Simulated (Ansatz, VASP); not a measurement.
**One calculation of ZnCu, two programs**

INCAR

```
  ALGO = Normal
  EDIFF = 1E-6
  ENCUT = 520
  GGA = PE
  ISIF = 2
  ISMEAR = -1
  LASPH = True
  LCHARG = True
  LELF = True
  LREAL = False
  LVHAR = True
  LWAVE = False
  NBANDS = 18
  NELM = 60
  PREC = Accurate
  SIGMA = 0.05
```

KPOINTS

```
k-points
0
Gamma
  9 9 9
```

POSCAR

```
ZnCu
1.0
    2.9645038797      0.0000000000      0.0000000000
    0.0000000000      2.9645038797      0.0000000000
    0.0000000000      0.0000000000      2.9645038797
Zn Cu
1 1
Direct
    0.5000000000      0.5000000000      0.5000000000
    0.0000000000      0.0000000000      0.0000000000
```

input.yaml

```yaml
crystal:
  lattice:
    - [2.9645038797, 0.0, 0.0]
    - [0.0, 2.9645038797, 0.0]
    - [0.0, 0.0, 2.9645038797]
  atoms:
    - { symbol: Zn, position: [0.5, 0.5, 0.5] }
    - { symbol: Cu, position: [0.0, 0.0, 0.0] }
hamiltonian:
  xc: pbe
  pseudopotentials: { kind: paw, azcp: { folder: soft_1 } }
kpoints:
  mp_grid: { grid: [9, 9, 9] }
scf:
  occupations: { method: fermi_dirac, width: 0.05 }
output:
  forces: true
  stress: true
  eigenvalues: true
```

Alike in both runs: task single point; functional PBE; k mesh 9 × 9 × 9; occupations fermi-dirac, width 0.05 eV; no spin polarisation.

|  | VASP | Ansatz |
| --- | --- | --- |
| version | VASP 6.6.1 | Ansatz 0.2.0 |
| potentials or method | VASP PAW PBE potentials, release 64 (Zn, Cu) | Ansatz PAW soft_1 |
| plane-wave cutoff (eV) | 520 | 420 |
| valence electrons in the cell | 23 | 31 |

Ansatz gave:

```
gap on the k mesh at the Fermi level (eV) : none
pressure (GPa)                            : 0.1
```

Task: What did VASP give for the same quantities?

Result: gap on the k mesh at the Fermi level (eV): none; pressure (GPa): 0.7.

A gap of «none» marks a metal or a gap that the smearing closes. VASP's potentials hold 23 valence electrons a cell and Ansatz's 31, so a difference there can come from the potentials and not from the codes.
